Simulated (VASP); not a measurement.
# Ni (Im-3m) in VASP: a series of runs

The runs below take Ni through single point, with RPBE+D3(BJ), PBEsol+D4, RPBE+D4.

Everything below comes from runs of VASP 6.6.1. Logs are shortened: lines on timing, memory, paths and dates and some standing lists are left out, and cuts for length are marked.

## (1) The cell of the first run

Symmetry: Im-3m, No. 229, cubic system. The conventional cell has a = 2.678 Å, b = 2.678 Å, c = 2.678 Å, α = 90.00°, β = 90.00°, γ = 90.00°. Ni (site symmetry m-3m) has 14 Ni at 2.32 to 2.68 Å within 3.1 Å.

## (2) Single point, RPBE+D3(BJ), collinear spin, ferromagnetic start

The input, INCAR:

```
SYSTEM = Ni
PREC = Accurate
ENCUT = 520
EDIFF = 1E-7
ISMEAR = -1
SIGMA = 0.05
LREAL = .False.
LASPH = .True.
NELM = 150
ALGO = Fast
ISIF = 2
LWAVE = .False.
LCHARG = .False.
ISPIN = 2
MAGMOM = 1
LORBIT = 11
LMAXMIX = 4
GGA = RP
IVDW = 12
NBANDS = 15
```

The input, KPOINTS:

```
regular mesh
0
Gamma
  13 13 13
  0 0 0
```

The input, POSCAR:

```
Ni
1.0
   -1.3388621509      1.3388621509      1.3388621509
    1.3388621509     -1.3388621509      1.3388621509
    1.3388621509      1.3388621509     -1.3388621509
Ni
1
Direct
    0.0000000000      0.0000000000      0.0000000000
```

Potentials or basis: VASP PAW PBE potentials, release 64 (Ni).

On the command line:

```bash
$ cat potpaw_PBE.64/Ni/POTCAR > POTCAR
$ mpirun -np 1 vasp_std > vasp.out
```

OUTCAR:

```text
SYSTEM = Ni
   PREC = Accurate
   ENCUT = 520
   EDIFF = 1E-7
   ISMEAR = -1
   LREAL = .False.
   LASPH = .True.
   NELM = 150
   ISIF = 2
   ISPIN = 2
   LORBIT = 11
   GGA = RP
   IVDW = 12
 IVDW          = 12

 ion  position               nearest neighbor table
   1  0.000  0.000  0.000-

  LATTYP: Found a body centered cubic cell.
 ALAT       =     2.6777243018

  Lattice vectors:

 A1 = (  -1.3388621509,   1.3388621509,   1.3388621509)
 A2 = (   1.3388621509,  -1.3388621509,   1.3388621509)
 A3 = (   1.3388621509,   1.3388621509,  -1.3388621509)

Analysis of symmetry for initial positions (statically):
=====================================================================
 Subroutine PRICEL returns:
 Original cell was already a primitive cell.

 Routine SETGRP: Setting up the symmetry group for a
 body centered cubic supercell.

 Subroutine GETGRP returns: Found 48 space group operations
 (whereof 48 operations were pure point group operations)
 out of a pool of 48 trial point group operations.

The static configuration has the point symmetry O_h .

Analysis of symmetry for dynamics (positions and initial velocities):
=====================================================================
 Subroutine PRICEL returns:
 Original cell was already a primitive cell.

 Routine SETGRP: Setting up the symmetry group for a
 body centered cubic supercell.

 Subroutine GETGRP returns: Found 48 space group operations
 (whereof 48 operations were pure point group operations)
 out of a pool of 48 trial point group operations.

The dynamic configuration has the point symmetry O_h .

Analysis of structural, dynamic, and magnetic symmetry:
=====================================================================
 Subroutine PRICEL returns:
 Original cell was already a primitive cell.

 Routine SETGRP: Setting up the symmetry group for a
 body centered cubic supercell.

 Subroutine GETGRP returns: Found 48 space group operations
 (whereof 48 operations were pure point group operations)
 out of a pool of 48 trial point group operations.

The overall configuration has the point symmetry O_h .

 Subroutine INISYM returns: Found 48 space group operations
 (whereof 48 operations are pure point group operations),
 and found     1 'primitive' translations

----------------------------------------------------------------------------------------

                                     Primitive cell

  volume of cell :       9.5999

  direct lattice vectors                    reciprocal lattice vectors
    -1.338862151  1.338862151  1.338862151     0.000000000  0.373451441  0.373451441
     1.338862151 -1.338862151  1.338862151     0.373451441  0.000000000  0.373451441
     1.338862151  1.338862151 -1.338862151     0.373451441  0.373451441  0.000000000

  length of vectors
     2.318977270  2.318977270  2.318977270     0.528140093  0.528140093  0.528140093

  position of ions in fractional coordinates (direct lattice)
     0.000000000  0.000000000  0.000000000

  ion indices of the primitive-cell ions
   primitive index   ion index
                 1           1

----------------------------------------------------------------------------------------

 KPOINTS: regular mesh

Automatic generation of k-mesh.
 Grid dimensions read from file:
 generate k-points for:   13   13   13

 Generating k-lattice:

  Cartesian coordinates                     Fractional coordinates (reciprocal lattice)
     0.000000000  0.028727034  0.028727034     0.076923077  0.000000000  0.000000000
     0.028727034  0.000000000  0.028727034     0.000000000  0.076923077  0.000000000
     0.028727034  0.028727034  0.000000000     0.000000000  0.000000000  0.076923077

  Length of vectors
     0.040626161  0.040626161  0.040626161

  Shift w.r.t. Gamma in fractional coordinates (k-lattice)
     0.000000000  0.000000000  0.000000000

 Subroutine IBZKPT returns following result:
 ===========================================

 Found     84 irreducible k-points:

 Following reciprocal coordinates:
            Coordinates               Weight
  0.000000  0.000000  0.000000      1.000000
  0.076923  0.000000  0.000000     12.000000
  0.153846  0.000000  0.000000     12.000000
  0.230769  0.000000  0.000000     12.000000
  0.307692  0.000000  0.000000     12.000000
  0.384615  0.000000  0.000000     12.000000
[... 16 lines left out ...]
  0.153846  0.076923  0.076923     24.000000
  0.230769  0.076923  0.076923     24.000000
 [... further k-points ...]
   k-points           NKPTS =     84   k-points in BZ     NKDIM =     84   number of bands    NBANDS=     15
   number of dos      NEDOS =    301   number of ions     NIONS =      1
   total plane-waves  NPLWV =   5832
   dimension x,y,z NGX =    18 NGY =   18 NGZ =   18
   dimension x,y,z NGXF=    36 NGYF=   36 NGZF=   36
   ions per type =               1
   NGX,Y,Z   is equivalent  to a cutoff of  12.90, 12.90, 12.90 a.u.
   NGXF,Y,Z  is equivalent  to a cutoff of  25.81, 25.81, 25.81 a.u.
 SYSTEM =  Ni
   PREC   = accura    normal or accurate (medium, high low for compatibility)
   ISTART =      0    job   : 0-new  1-cont  2-samecut
   ICHARG =      2    charge: 1-file 2-atom 10-const
   ISPIN  =      2    spin polarized calculation?
   LNONCOLLINEAR =      F non collinear calculations
   LSORBIT =      F    spin-orbit coupling
   LASPH  =      T    aspherical Exc in radial PAW
   ENCUT  =  520.0 eV  38.22 Ry    6.18 a.u.   4.31  4.31  4.31*2*pi/ulx,y,z
   NELM   =    150;   NELMIN=  2; NELMDL= -5     # of ELM steps
   EDIFF  = 0.1E-06   stopping-criterion for ELM
   LREAL  =      F    real-space projection
   EDIFFG = 0.1E-05   stopping-criterion for IOM
   NSW    =      0    number of steps for IOM
   IBRION =     -1    ionic relax: 0-MD 1-quasi-New 2-CG
   NFREE  =      0    steps in history (QN), initial steepest desc. (CG)
   ISIF   =      2    stress and relaxation
   ISYM   =      2    0-nonsym 1-usesym 2-fastsym
   POTIM  = 0.5000    time-step for ionic-motion
   TEBEG  =    0.0;   TEEND  =   0.0 temperature during run
   PSTRESS=    0.0 pullay stress
   NELECT =      10.0000    total number of electrons
   NUPDOWN=      -1.0000    fix difference up-down
   EMIN   =  10.00;   EMAX   =-10.00  energy-range for DOS
   EFERMI =   0.00;   METHOD = LEGACY
   ISMEAR =    -1;   SIGMA  =   0.05  broadening in eV -4-tet -1-fermi 0-gaus
   EFERMI_NEDOS =   21; number of points for ismear=-14 and -15
   IALGO  =     68    algorithm
   IMIX   =      4    mixing-type and parameters
     AMIX     =   0.40;   BMIX     =  1.00
     AMIX_MAG =   1.60;   BMIX_MAG =  1.00
  volume/ion in A,a.u.               =       9.60        64.78
  Fermi-wavevector in a.u.,A,eV,Ry     =   1.659532  3.136061 37.471078  2.754047
  Thomas-Fermi vector in A             =   2.746924
   LORBIT       =     11    0 simple, 1 ext, 2 COOP (PROOUT), +10 PAW based schemes
   GGA     = RP    functional components
   LHFCALC =     F    Hartree Fock is set to
   AEXX    =    0.0000 exact exchange contribution
   IVDW    =    12    specifies the selected vdW correction
   LEPSILON=     F    determine dielectric tensor
   LRPA    =     F    only Hartree local field effects (RPA)
 spin polarized calculation
 RMM-DIIS sequential band-by-band and
  energy-cutoff  :      520.00
  volume of cell :        9.60
 maximum number of plane-waves:       264
 NGX is ok and might be reduce to    18
   NGX =  9   NGY =  9   NGZ =  9

 number of electron      10.0000000 magnetization       1.0000000

 number of electron       9.9999995 magnetization       0.2897094

 Free energy of the ion-electron system (eV)
  ---------------------------------------------------
  ext. energy  EPLUGINS =         0.00000000
  ---------------------------------------------------
  free energy    TOTEN  =        -4.67415651 eV

  energy without entropy =       -4.66118385  energy(sigma->0) =       -4.66767018

 E-fermi :  11.2126     XC(G=0): -13.8879

 val. band max:       11.2119644951   @ k =   0.2308   0.0769   0.0769
 cond. band min:      11.2297283264   @ k =  -0.4615  -0.4615   0.2308
 fundamental gap:      0.0177638313
 Fermi energy:        11.2125840454

 spin component 1

 k-point     1 :       0.0000    0.0000    0.0000
  band No.  band energies     occupation
      1       1.5045      1.00000
      2       8.7753      1.00000
      3       8.7753      1.00000
      4       8.7753      1.00000
      5      10.4209      1.00000
      6      10.4209      1.00000
      7      38.9822      0.00000
      8      38.9822      0.00000
      9      38.9822      0.00000
     10      44.8158      0.00000
     11      44.8158      0.00000
     12      47.2937      0.00000
     13      47.2937      0.00000
     14      47.2937      0.00000
[... 401 lines left out ...]
      2       7.9172      1.00000
      3       8.2917      1.00000
      4      10.2852      1.00000
      5      10.5222      1.00000
      6      11.2120      0.50310
      7      25.6870      0.00000
      8      30.3304      0.00000
      9      32.4034      0.00000
     10      40.9148      0.00000
     11      45.4392      0.00000
     12      47.9875      0.00000
     13      50.0743      0.00000
     14      54.0794      0.00000
     15      57.1801      0.00000

 [... further k-points ...]

 spin component 2

 k-point     1 :       0.0000    0.0000    0.0000
  band No.  band energies     occupation
      1       1.4883      1.00000
      2       9.1582      1.00000
      3       9.1582      1.00000
      4       9.1582      1.00000
      5      10.6484      0.99999
      6      10.6484      0.99999
      7      38.9216      0.00000
      8      38.9216      0.00000
      9      38.9216      0.00000
     10      44.7620      0.00000
     11      44.7620      0.00000
     12      47.3837      0.00000
     13      47.3837      0.00000
     14      47.3837      0.00000
[... 401 lines left out ...]
      2       8.2605      1.00000
      3       8.5658      1.00000
      4      10.5510      1.00000
      5      10.7590      0.99989
      6      11.5977      0.00045
      7      25.7633      0.00000
      8      30.3500      0.00000
      9      32.4687      0.00000
     10      40.8948      0.00000
     11      45.4781      0.00000
     12      47.9777      0.00000
     13      50.0894      0.00000
     14      54.1122      0.00000
     15      57.2391      0.00000

 [... further k-points ...]

------------------------ aborting loop because EDIFF is reached ----------------------------------------

 Edisp (eV)   -2.60414

 E8    (eV) :    -1.6677

  FORCE on cell =-STRESS in cart. coord.  units (eV):
  Direction    XX          YY          ZZ          XY          YZ          ZX
  --------------------------------------------------------------------------------------
  -------------------------------------------------------------------------------------
  Total      -0.01939    -0.01939    -0.01939    -0.00000    -0.00000     0.00000
  in kB      -3.23671    -3.23671    -3.23671    -0.00000    -0.00000     0.00000
  external pressure =       -3.24 kB  Pullay stress =        0.00 kB

 VOLUME and BASIS-vectors are now :
 -----------------------------------------------------------------------------
  energy-cutoff  :      520.00
  volume of cell :        9.60
      direct lattice vectors                 reciprocal lattice vectors
    -1.338862151  1.338862151  1.338862151     0.000000000  0.373451441  0.373451441
     1.338862151 -1.338862151  1.338862151     0.373451441  0.000000000  0.373451441
     1.338862151  1.338862151 -1.338862151     0.373451441  0.373451441  0.000000000

 POSITION                                       TOTAL-FORCE (eV/Angst)
 -----------------------------------------------------------------------------------
      0.00000      0.00000      0.00000        -0.000000      0.000000     -0.000000
 -----------------------------------------------------------------------------------
    total drift:                                0.000000      0.000000      0.000000

  FREE ENERGIE OF THE ION-ELECTRON SYSTEM (eV)
  ---------------------------------------------------
  free  energy   TOTEN  =        -7.2782998923 eV

  energy  without entropy=       -7.2653272305  energy(sigma->0) =       -7.27181356

 total charge

# of ion       s       p       d       tot
------------------------------------------
    1        0.546   0.610   8.404   9.560

 magnetization (x)

# of ion       s       p       d       tot
------------------------------------------
    1       -0.004  -0.010   0.304   0.289
```

Wall time 18 s (1 thread of Intel Xeon 6975P-C (Granite Rapids), shared host); peak memory 0.14 GiB.

What came out:

```yaml
Free_energy: -7.2783 eV
Pressure: -0.3 GPa
Net_moment: 0.29 μB per cell
Site_moments: Ni +0.29 μB
Valence_electrons_inside_the_program's_atomic_spheres: Ni 9.56
Dispersion_energy_per_atom: -2.604 eV
```

Levels at points of the mesh, in eV from the Fermi level:
Spin up:
| k point | band 3 | band 4 | band 5 | band 6 | band 7 | band 8 |
| --- | --- | --- | --- | --- | --- | --- |
| (0.00, 0.00, 0.00) | -2.44 | -2.44 | -0.79 | -0.79 | 27.77 | 27.77 |
Spin down:
| k point | band 3 | band 4 | band 5 | band 6 | band 7 | band 8 |
| --- | --- | --- | --- | --- | --- | --- |
| (0.00, 0.00, 0.00) | -2.05 | -2.05 | -0.56 | -0.56 | 27.71 | 27.71 |

Caveat: the PAW data sets were made with another functional, which shifts forces and pressure a little; pairwise dispersion overbinds metals, which lowers pressure and volume.

## (3) Single point, PBEsol+D4, collinear spin, ferromagnetic start

This run uses another cell than the first one, of 10.30 Å³/atom, 1.073 times its volume.

The input, INCAR:

```
ALGO = Fast ; EDIFF = 1E-6
ENCUT = 520 ; GGA = PS
ISIF = 2 ; ISMEAR = -1
ISPIN = 2 ; IVDW = 13
LASPH = T ; LCHARG = F
LMAXMIX = 4 ; LORBIT = 11
LREAL = F ; LWAVE = F
MAGMOM = 1 ; NBANDS = 15
NELM = 150 ; PREC = Accurate
SIGMA = 0.05
```

The input, KPOINTS:

```
k-points
0
Gamma
  13 13 13
```

The input, POSCAR:

```
Ni
1.0
   -1.3708109776      1.3708109776      1.3708109776
    1.3708109776     -1.3708109776      1.3708109776
    1.3708109776      1.3708109776     -1.3708109776
Ni
1
Direct
    0.0000000000      0.0000000000      0.0000000000
```

Potentials or basis: VASP PAW PBE potentials, release 64 (Ni).

On the command line:

```bash
$ cat potpaw_PBE.64/Ni/POTCAR > POTCAR
$ mpirun -np 1 vasp_std > vasp.out
```

It took 12 s on 1 thread of Intel Xeon 6975P-C (Granite Rapids), shared host; peak memory 0.14 GiB.

It converged, with:

```
Free energy                                           : -6.3125 eV
Pressure                                              : 0.0 GPa
Net moment                                            : 0.56 μB per cell
Site moments                                          : Ni +0.56 μB
Valence electrons inside the program's atomic spheres : Ni 9.42
Dispersion energy per atom                            : -0.275 eV
```

Levels at points of the mesh, in eV from the Fermi level:
Spin up:
| k point | band 3 | band 4 | band 5 | band 6 | band 7 | band 8 |
| --- | --- | --- | --- | --- | --- | --- |
| (0.00, 0.00, 0.00) | -2.41 | -2.41 | -0.90 | -0.90 | 27.02 | 27.02 |
Spin down:
```tsv
k point	band 2	band 3	band 4	band 5	band 6	band 7	band 8	band 9
(0.00, 0.00, 0.00)	-1.77	-1.77	-1.77	-0.38	-0.38	26.97	26.97	26.97
```

Caveat: the PAW data sets were made with another functional, which shifts forces and pressure a little; pairwise dispersion overbinds metals, which lowers pressure and volume.

## (4) Single point, RPBE+D4, collinear spin, ferromagnetic start

This run uses another cell than the first one, of 10.62 Å³/atom, 1.106 times its volume.

The input, INCAR:

```
SYSTEM = Ni
PREC     = Accurate       ! precision mode
ENCUT    = 520            ! plane-wave cutoff, eV
EDIFF    = 1E-7           ! SCF threshold, eV
ISMEAR   = -1             ! smearing method
SIGMA    = 0.05           ! smearing width, eV
LREAL    = .FALSE.        ! projectors in reciprocal space
LASPH    = .TRUE.         ! aspherical terms in the spheres
NELM     = 150            ! most SCF steps
ALGO     = Normal         ! electronic algorithm
ISIF     = 2              ! what is computed and relaxed
LWAVE    = .FALSE.        ! write WAVECAR
LCHARG   = .FALSE.        ! write CHGCAR
ISPIN    = 2              ! spin polarisation
MAGMOM   = 1              ! initial moments
LORBIT   = 11             ! projections on sites
LMAXMIX  = 4              ! l up to which the mixer works
GGA      = RP             ! functional
IVDW     = 13             ! dispersion correction
NBANDS   = 15             ! bands
```

The input, KPOINTS:

```
Automatic mesh
0
G
  13 13 13
  0 0 0
```

The input, POSCAR:

```
Ni
1.0
   -1.3845329604      1.3845329604      1.3845329604
    1.3845329604     -1.3845329604      1.3845329604
    1.3845329604      1.3845329604     -1.3845329604
Ni
1
Direct
    0.0000000000      0.0000000000      0.0000000000
```

On the command line:

```bash
$ cat potpaw_PBE.64/Ni/POTCAR > POTCAR
$ mpirun -np 1 vasp_std > vasp.out
```

Wall time 14 s (1 thread of Intel Xeon 6975P-C (Granite Rapids), shared host); peak memory 0.14 GiB.

It converged, with:

```yaml
Free_energy: -5.7615 eV
Pressure: 0.0 GPa
Net_moment: 0.58 μB per cell
Site_moments: Ni +0.59 μB
Valence_electrons_inside_the_program's_atomic_spheres: Ni 9.35
Dispersion_energy_per_atom: -0.921 eV
```

Levels at points of the mesh, in eV from the Fermi level:
Spin up:
| k point | band 1 | band 2 | band 3 | band 4 | band 5 | band 6 | band 7 | band 8 | band 9 | band 10 |
| --- | --- | --- | --- | --- | --- | --- | --- | --- | --- | --- |
| (0.00, 0.00, 0.00) | -9.03 | -2.36 | -2.36 | -2.36 | -0.91 | -0.91 | 26.69 | 26.69 | 26.69 | 31.76 |
Spin down:
```csv
k point,band 3,band 4,band 5,band 6,band 7,band 8
"(0.00, 0.00, 0.00)",-1.64,-1.64,-0.39,-0.39,26.57,26.57
```

Caveat: the PAW data sets were made with another functional, which shifts forces and pressure a little; pairwise dispersion overbinds metals, which lowers pressure and volume.

## (5) Overview

```tsv
level	cell	gap on the mesh (eV)	pressure (GPa)	moment (μB)
RPBE+D3(BJ)	a = 2.319 Å, angles 109.5°, 1 atom	none	-0.3	0.29
PBEsol+D4	a = 2.374 Å, angles 109.5°, 1 atom	none	0.0	0.56
RPBE+D4	a = 2.398 Å, angles 109.5°, 1 atom	none	0.0	0.58
```

Alike in all rows: task single point; potentials or basis VASP PAW PBE potentials, release 64 (Ni); spin collinear, ferromagnetic start; k mesh 13 × 13 × 13; cutoff (eV) 520; smearing fermi-dirac 0.05 eV.

Caveats: the PAW data sets were made with another functional, which shifts forces and pressure a little; pairwise dispersion overbinds metals, which lowers pressure and volume.

Absolute energies hang on the potentials; compare differences alone.
